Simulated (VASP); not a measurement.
# Ni (Fm-3m) in VASP: notebook

The runs below take Ni through single point, with PBE.

Program: VASP 6.6.1. These are calculated values, not measurements. Logs are shortened: lines on timing, memory, paths and dates and some standing lists are left out, and cuts for length are marked.

## (1) The cell of the first run

The structure is cubic, space group Fm-3m (No. 225). The conventional cell has a = 3.536 Å, b = 3.536 Å, c = 3.536 Å, α = 90.00°, β = 90.00°, γ = 90.00°. Ni (site symmetry m-3m) has 12 Ni at 2.50 Å within 3.3 Å.

## (2) Single point, PBE, collinear spin, ferromagnetic start

Input file INCAR:

```
SYSTEM = Ni
ALGO     = Normal         ! electronic algorithm
EDIFF    = 1E-7           ! SCF threshold, eV
ENCUT    = 520            ! plane-wave cutoff, eV
GGA      = PE             ! functional
ISIF     = 2              ! what is computed and relaxed
ISMEAR   = 0              ! smearing method
ISPIN    = 2              ! spin polarisation
LASPH    = .True.         ! aspherical terms in the spheres
LCHARG   = .True.         ! write CHGCAR
LELF     = .True.         ! ELF
LMAXMIX  = 4              ! l up to which the mixer works
LORBIT   = 11             ! projections on sites
LREAL    = .False.        ! projectors in reciprocal space
LVHAR    = .True.       
LWAVE    = .False.        ! write WAVECAR
MAGMOM   = 0.48           ! initial moments
NBANDS   = 15             ! bands
NELM     = 150            ! most SCF steps
NUPDOWN  = 0.48           ! fixed moment
PREC     = Accurate       ! precision mode
SIGMA    = 0.1            ! smearing width, eV
```

Input file KPOINTS:

```
k-points
0
Gamma
  14 14 14
  0 0 0
```

Input file POSCAR:

```
Ni
1.0
    0.0000000000      1.7677500000      1.7677500000
    1.7677500000      0.0000000000      1.7677500000
    1.7677500000      1.7677500000      0.0000000000
Ni
1
Direct
    0.0000000000      0.0000000000      0.0000000000
```

Potentials or basis: VASP PAW PBE potentials, release 64 (Ni).

Started as:

```console
cat potpaw_PBE.64/Ni/POTCAR > POTCAR
mpirun -np 1 vasp_std > vasp.out
```

OUTCAR:

```text
SYSTEM = Ni
   EDIFF = 1E-7
   ENCUT = 520
   GGA = PE
   ISIF = 2
   ISMEAR = 0
   ISPIN = 2
   LASPH = .True.
   LORBIT = 11
   LREAL = .False.
   NELM = 150
   NUPDOWN = 0.48
   PREC = Accurate

 ion  position               nearest neighbor table
   1  0.000  0.000  0.000-

  LATTYP: Found a face centered cubic cell.
 ALAT       =     3.5355000000

  Lattice vectors:

 A1 = (   0.0000000000,   1.7677500000,   1.7677500000)
 A2 = (   1.7677500000,   0.0000000000,   1.7677500000)
 A3 = (   1.7677500000,   1.7677500000,   0.0000000000)

Analysis of symmetry for initial positions (statically):
=====================================================================
 Subroutine PRICEL returns:
 Original cell was already a primitive cell.

 Routine SETGRP: Setting up the symmetry group for a
 face centered cubic supercell.

 Subroutine GETGRP returns: Found 48 space group operations
 (whereof 48 operations were pure point group operations)
 out of a pool of 48 trial point group operations.

The static configuration has the point symmetry O_h .

Analysis of symmetry for dynamics (positions and initial velocities):
=====================================================================
 Subroutine PRICEL returns:
 Original cell was already a primitive cell.

 Routine SETGRP: Setting up the symmetry group for a
 face centered cubic supercell.

 Subroutine GETGRP returns: Found 48 space group operations
 (whereof 48 operations were pure point group operations)
 out of a pool of 48 trial point group operations.

The dynamic configuration has the point symmetry O_h .

Analysis of structural, dynamic, and magnetic symmetry:
=====================================================================
 Subroutine PRICEL returns:
 Original cell was already a primitive cell.

 Routine SETGRP: Setting up the symmetry group for a
 face centered cubic supercell.

 Subroutine GETGRP returns: Found 48 space group operations
 (whereof 48 operations were pure point group operations)
 out of a pool of 48 trial point group operations.

The overall configuration has the point symmetry O_h .

 Subroutine INISYM returns: Found 48 space group operations
 (whereof 48 operations are pure point group operations),
 and found     1 'primitive' translations

----------------------------------------------------------------------------------------

                                     Primitive cell

  volume of cell :      11.0482

  direct lattice vectors                    reciprocal lattice vectors
     0.000000000  1.767750000  1.767750000    -0.282845425  0.282845425  0.282845425
     1.767750000  0.000000000  1.767750000     0.282845425 -0.282845425  0.282845425
     1.767750000  1.767750000  0.000000000     0.282845425  0.282845425 -0.282845425

  length of vectors
     2.499976025  2.499976025  2.499976025     0.489902647  0.489902647  0.489902647

  position of ions in fractional coordinates (direct lattice)
     0.000000000  0.000000000  0.000000000

  ion indices of the primitive-cell ions
   primitive index   ion index
                 1           1

----------------------------------------------------------------------------------------

 KPOINTS: k-points

Automatic generation of k-mesh.
 Grid dimensions read from file:
 generate k-points for:   14   14   14

 Generating k-lattice:

  Cartesian coordinates                     Fractional coordinates (reciprocal lattice)
    -0.020203245  0.020203245  0.020203245     0.071428571  0.000000000  0.000000000
     0.020203245 -0.020203245  0.020203245     0.000000000  0.071428571  0.000000000
     0.020203245  0.020203245 -0.020203245     0.000000000  0.000000000  0.071428571

  Length of vectors
     0.034993046  0.034993046  0.034993046

  Shift w.r.t. Gamma in fractional coordinates (k-lattice)
     0.000000000  0.000000000  0.000000000

 Subroutine IBZKPT returns following result:
 ===========================================

 Found    104 irreducible k-points:

 Following reciprocal coordinates:
            Coordinates               Weight
  0.000000  0.000000  0.000000      1.000000
  0.071429  0.000000  0.000000      8.000000
  0.142857  0.000000  0.000000      8.000000
  0.214286  0.000000  0.000000      8.000000
  0.285714  0.000000  0.000000      8.000000
  0.357143  0.000000  0.000000      8.000000
[... 16 lines left out ...]
  0.214286  0.142857  0.000000     24.000000
  0.285714  0.142857  0.000000     24.000000
 [... further k-points ...]
   k-points           NKPTS =    104   k-points in BZ     NKDIM =    104   number of bands    NBANDS=     15
   number of dos      NEDOS =    301   number of ions     NIONS =      1
   total plane-waves  NPLWV =   8000
   dimension x,y,z NGX =    20 NGY =   20 NGZ =   20
   dimension x,y,z NGXF=    40 NGYF=   40 NGZF=   40
   ions per type =               1
   NGX,Y,Z   is equivalent  to a cutoff of  13.30, 13.30, 13.30 a.u.
   NGXF,Y,Z  is equivalent  to a cutoff of  26.60, 26.60, 26.60 a.u.
 SYSTEM =  Ni
   PREC   = accura    normal or accurate (medium, high low for compatibility)
   ISTART =      0    job   : 0-new  1-cont  2-samecut
   ICHARG =      2    charge: 1-file 2-atom 10-const
   ISPIN  =      2    spin polarized calculation?
   LNONCOLLINEAR =      F non collinear calculations
   LSORBIT =      F    spin-orbit coupling
   LASPH  =      T    aspherical Exc in radial PAW
   ENCUT  =  520.0 eV  38.22 Ry    6.18 a.u.   4.65  4.65  4.65*2*pi/ulx,y,z
   NELM   =    150;   NELMIN=  2; NELMDL= -5     # of ELM steps
   EDIFF  = 0.1E-06   stopping-criterion for ELM
   LREAL  =      F    real-space projection
   EDIFFG = 0.1E-05   stopping-criterion for IOM
   NSW    =      0    number of steps for IOM
   IBRION =     -1    ionic relax: 0-MD 1-quasi-New 2-CG
   NFREE  =      0    steps in history (QN), initial steepest desc. (CG)
   ISIF   =      2    stress and relaxation
   ISYM   =      2    0-nonsym 1-usesym 2-fastsym
   POTIM  = 0.5000    time-step for ionic-motion
   TEBEG  =    0.0;   TEEND  =   0.0 temperature during run
   PSTRESS=    0.0 pullay stress
   NELECT =      10.0000    total number of electrons
   NUPDOWN=       0.4800    fix difference up-down
   EMIN   =  10.00;   EMAX   =-10.00  energy-range for DOS
   EFERMI =   0.00;   METHOD = LEGACY
   ISMEAR =     0;   SIGMA  =   0.10  broadening in eV -4-tet -1-fermi 0-gaus
   EFERMI_NEDOS =   21; number of points for ismear=-14 and -15
   IALGO  =     38    algorithm
   IMIX   =      4    mixing-type and parameters
     AMIX     =   0.40;   BMIX     =  1.00
     AMIX_MAG =   1.60;   BMIX_MAG =  1.00
  volume/ion in A,a.u.               =      11.05        74.56
  Fermi-wavevector in a.u.,A,eV,Ry     =   1.583595  2.992560 34.120303  2.507772
  Thomas-Fermi vector in A             =   2.683341
   LORBIT       =     11    0 simple, 1 ext, 2 COOP (PROOUT), +10 PAW based schemes
   GGA     = PE    functional components
   LHFCALC =     F    Hartree Fock is set to
   AEXX    =    0.0000 exact exchange contribution
   IVDW    =     0    specifies the selected vdW correction
   LEPSILON=     F    determine dielectric tensor
   LRPA    =     F    only Hartree local field effects (RPA)
 spin polarized calculation
 Gauss-broadening in eV      SIGMA  =   0.10
  energy-cutoff  :      520.00
  volume of cell :       11.05
 maximum number of plane-waves:       307
   NGX =  9   NGY =  9   NGZ =  9

 number of electron      10.0000010 magnetization       0.4800001

 Free energy of the ion-electron system (eV)
  ---------------------------------------------------
  ext. energy  EPLUGINS =         0.00000000
  ---------------------------------------------------
  free energy    TOTEN  =        -5.46243516 eV

  energy without entropy =       -5.45120588  energy(sigma->0) =       -5.45682052

 E-fermi :   9.1453     XC(G=0): -13.1627

 val. band max:        9.1416550190   @ k =   0.5000   0.1429   0.0714
 cond. band min:       8.9056518993   @ k =   0.5000   0.0000   0.0000
 fundamental gap:     -0.2360031196
 Fermi energy:         8.8436964466

 spin component 1

 k-point     1 :       0.0000    0.0000    0.0000
  band No.  band energies     occupation
      1       0.2676      1.00000
      2       6.8599      1.00000
      3       6.8599      1.00000
      4       6.8599      1.00000
      5       8.0089      1.00000
      6       8.0089      1.00000
      7      32.7528      0.00000
      8      36.5078      0.00000
      9      36.5078      0.00000
     10      36.5078      0.00000
     11      39.4108      0.00000
     12      39.4108      0.00000
     13      39.4108      0.00000
     14      42.3848      0.00000
     15      48.5403      0.00000
[... 397 lines left out ...]
 k-point    24 :       0.2857    0.1429    0.0000
  band No.  band energies     occupation
      1       2.8944      1.00000
      2       6.2116      1.00000
      3       7.0978      1.00000
      4       7.3494      1.00000
      5       7.9643      1.00000
      6       8.3325      1.00000
      7      24.5452      0.00000
      8      29.9998      0.00000
      9      30.7832      0.00000
     10      33.3742      0.00000
     11      38.3259      0.00000
     12      42.4111      0.00000
     13      44.3564      0.00000
     14      46.4604      0.00000
     15      50.8384      0.00000

 [... further k-points ...]

 spin component 2

 k-point     1 :       0.0000    0.0000    0.0000
  band No.  band energies     occupation
      1       0.2114      1.00000
      2       7.4621      1.00000
      3       7.4621      1.00000
      4       7.4621      1.00000
      5       8.4523      1.00000
      6       8.4523      1.00000
      7      32.5886      0.00000
      8      36.4644      0.00000
      9      36.4644      0.00000
     10      36.4644      0.00000
     11      39.4667      0.00000
     12      39.4667      0.00000
     13      39.4667      0.00000
     14      42.2520      0.00000
     15      48.6782      0.00000
[... 397 lines left out ...]
 k-point    24 :       0.2857    0.1429    0.0000
  band No.  band energies     occupation
      1       2.8626      1.00000
      2       6.7474      1.00000
      3       7.5818      1.00000
      4       7.9207      1.00000
      5       8.4954      1.00000
      6       8.8336      0.99999
      7      24.6164      0.00000
      8      30.0411      0.00000
      9      30.7212      0.00000
     10      33.4015      0.00000
     11      38.3968      0.00000
     12      42.3510      0.00000
     13      44.3055      0.00000
     14      46.4406      0.00000
     15      50.8887      0.00000

 [... further k-points ...]
[... 5 lines left out ...]
  --------------------------------------------------------------------------------------
  -------------------------------------------------------------------------------------
  Total       -0.2305363     -0.2305363     -0.2305363      0.0000000      0.0000000      0.0000000
  in kB      -33.4316166    -33.4316166    -33.4316166      0.0000000      0.0000000      0.0000000
  external PRESSURE =     -33.4316166 kB  Pullay stress =       0.0000000 kB

 VOLUME and BASIS-vectors are now :
 -----------------------------------------------------------------------------
  energy-cutoff  :      520.00
  volume of cell :       11.05
      direct lattice vectors                 reciprocal lattice vectors
     0.000000000  1.767750000  1.767750000    -0.282845425  0.282845425  0.282845425
     1.767750000  0.000000000  1.767750000     0.282845425 -0.282845425  0.282845425
     1.767750000  1.767750000  0.000000000     0.282845425  0.282845425 -0.282845425

 POSITION                                       TOTAL-FORCE (eV/Angst)
 -----------------------------------------------------------------------------------
      0.00000      0.00000      0.00000         0.000000      0.000000     -0.000000
 -----------------------------------------------------------------------------------
    total drift:                                0.000000      0.000000      0.000000

  FREE ENERGIE OF THE ION-ELECTRON SYSTEM (eV)
  ---------------------------------------------------
  free  energy   TOTEN  =        -5.4624351636 eV

  energy  without entropy=       -5.4512058847  energy(sigma->0) =       -5.45682052

 total charge

# of ion       s       p       d       tot
------------------------------------------
    1        0.488   0.481   8.316   9.285

 magnetization (x)

# of ion       s       p       d       tot
------------------------------------------
    1       -0.009  -0.027   0.531   0.495
```

Run time: 37 s. Hardware: 1 thread of Intel Xeon Platinum 8259CL at 2.50GHz (Skylake/Cascade Lake), shared host; peak memory 0.15 GiB.

What came out:

```yaml
Free_energy: -5.4624 eV
Pressure: -3.3 GPa
Net_moment: 0.48 μB per cell
Site_moments: Ni +0.49 μB
Valence_electrons_inside_the_program's_atomic_spheres: Ni 9.29
```

Caveat: the total moment is fixed, so each spin has its own Fermi level.

## (3) Single point, PBE, collinear spin, ferromagnetic start

Input file INCAR:

```
SYSTEM = Ni
PREC     = Accurate       ! precision mode
ENCUT    = 520            ! plane-wave cutoff, eV
EDIFF    = 1E-7           ! SCF threshold, eV
ISMEAR   = 0              ! smearing method
SIGMA    = 0.1            ! smearing width, eV
LREAL    = .FALSE.        ! projectors in reciprocal space
LASPH    = .TRUE.         ! aspherical terms in the spheres
NELM     = 150            ! most SCF steps
ALGO     = Normal         ! electronic algorithm
ISIF     = 2              ! what is computed and relaxed
LWAVE    = .FALSE.        ! write WAVECAR
LCHARG   = .FALSE.        ! write CHGCAR
ISPIN    = 2              ! spin polarisation
MAGMOM   = 0.95           ! initial moments
LORBIT   = 11             ! projections on sites
NUPDOWN  = 0.95           ! fixed moment
LMAXMIX  = 4              ! l up to which the mixer works
GGA      = PE             ! functional
NBANDS   = 15             ! bands
```

Input file KPOINTS:

```
regular mesh
0
G
  14 14 14
  0 0 0
```

POSCAR is that of step 2.

Potentials or basis: VASP PAW PBE potentials, release 64 (Ni).

Started as:

```console
cat potpaw_PBE.64/Ni/POTCAR > POTCAR
mpirun -np 1 vasp_std > vasp.out
```

OUTCAR:

```text
SYSTEM = Ni
   PREC = Accurate
   ENCUT = 520
   EDIFF = 1E-7
   ISMEAR = 0
   LREAL = .FALSE.
   LASPH = .TRUE.
   NELM = 150
   ISIF = 2
   ISPIN = 2
   LORBIT = 11
   NUPDOWN = 0.95
   GGA = PE

 ion  position               nearest neighbor table
   1  0.000  0.000  0.000-

  LATTYP: Found a face centered cubic cell.
 ALAT       =     3.5355000000

  Lattice vectors:

 A1 = (   0.0000000000,   1.7677500000,   1.7677500000)
 A2 = (   1.7677500000,   0.0000000000,   1.7677500000)
 A3 = (   1.7677500000,   1.7677500000,   0.0000000000)

Analysis of symmetry for initial positions (statically):
=====================================================================
 Subroutine PRICEL returns:
 Original cell was already a primitive cell.

 Routine SETGRP: Setting up the symmetry group for a
 face centered cubic supercell.

 Subroutine GETGRP returns: Found 48 space group operations
 (whereof 48 operations were pure point group operations)
[... 629 lines left out ...]
      7      32.6364      0.00000
      8      36.5352      0.00000
      9      36.5352      0.00000
     10      36.5352      0.00000
     11      39.5235      0.00000
     12      39.5235      0.00000
     13      39.5235      0.00000
     14      42.3406      0.00000
[... 403 lines left out ...]
      4       8.0047      1.00000
      5       8.5775      1.00000
      6       8.9081      0.99172
      7      24.6831      0.00000
      8      30.1068      0.00000
      9      30.7862      0.00000
     10      33.4630      0.00000
     11      38.4697      0.00000
     12      42.4132      0.00000
     13      44.3681      0.00000
     14      46.5015      0.00000
     15      50.9524      0.00000

 [... further k-points ...]

------------------------ aborting loop because EDIFF is reached ----------------------------------------

  FORCE on cell =-STRESS in cart. coord.  units (eV):
  Direction    XX          YY          ZZ          XY          YZ          ZX
  --------------------------------------------------------------------------------------
  -------------------------------------------------------------------------------------
  Total       -0.0152285     -0.0152285     -0.0152285      0.0000000     -0.0000000     -0.0000000
  in kB       -2.2083884     -2.2083884     -2.2083884      0.0000000     -0.0000000     -0.0000000
  external PRESSURE =      -2.2083884 kB  Pullay stress =       0.0000000 kB

 VOLUME and BASIS-vectors are now :
 -----------------------------------------------------------------------------
  energy-cutoff  :      520.00
  volume of cell :       11.05
      direct lattice vectors                 reciprocal lattice vectors
     0.000000000  1.767750000  1.767750000    -0.282845425  0.282845425  0.282845425
     1.767750000  0.000000000  1.767750000     0.282845425 -0.282845425  0.282845425
     1.767750000  1.767750000  0.000000000     0.282845425  0.282845425 -0.282845425

 POSITION                                       TOTAL-FORCE (eV/Angst)
 -----------------------------------------------------------------------------------
      0.00000      0.00000      0.00000         0.000000      0.000000      0.000000
 -----------------------------------------------------------------------------------
    total drift:                                0.000000      0.000000      0.000000

  FREE ENERGIE OF THE ION-ELECTRON SYSTEM (eV)
  ---------------------------------------------------
  free  energy   TOTEN  =        -5.4022607578 eV

  energy  without entropy=       -5.3950551573  energy(sigma->0) =       -5.39865796

 total charge

# of ion       s       p       d       tot
------------------------------------------
    1        0.502   0.505   8.266   9.272

 magnetization (x)

# of ion       s       p       d       tot
------------------------------------------
    1        0.006   0.001   0.940   0.947
```

stdout:

```text
POSCAR found type information on POSCAR Ni
 POSCAR found :  1 types and       1 ions
 scaLAPACK will be used
 LDA part: xc-table for (Slater+PW92), standard interpolation
 POSCAR, INCAR and KPOINTS ok, starting setup
 FFT: planning ... GRIDC
 FFT: planning ... GRID_SOFT
 FFT: planning ... GRID
 WAVECAR not read
 entering main loop
```

Run time: 33 s. Hardware: 1 thread of Intel Xeon Platinum 8259CL at 2.50GHz (Skylake/Cascade Lake), shared host; peak memory 0.15 GiB.

Results:

| Item | Value |
| --- | --- |
| Free energy | -5.4023 eV |
| Pressure | -0.2 GPa |
| Net moment | 0.95 μB per cell |
| Site moments | Ni +0.95 μB |
| Valence electrons inside the program's atomic spheres | Ni 9.27 |

Caveat: the total moment is fixed, so each spin has its own Fermi level.

[end of part 1 of 2]
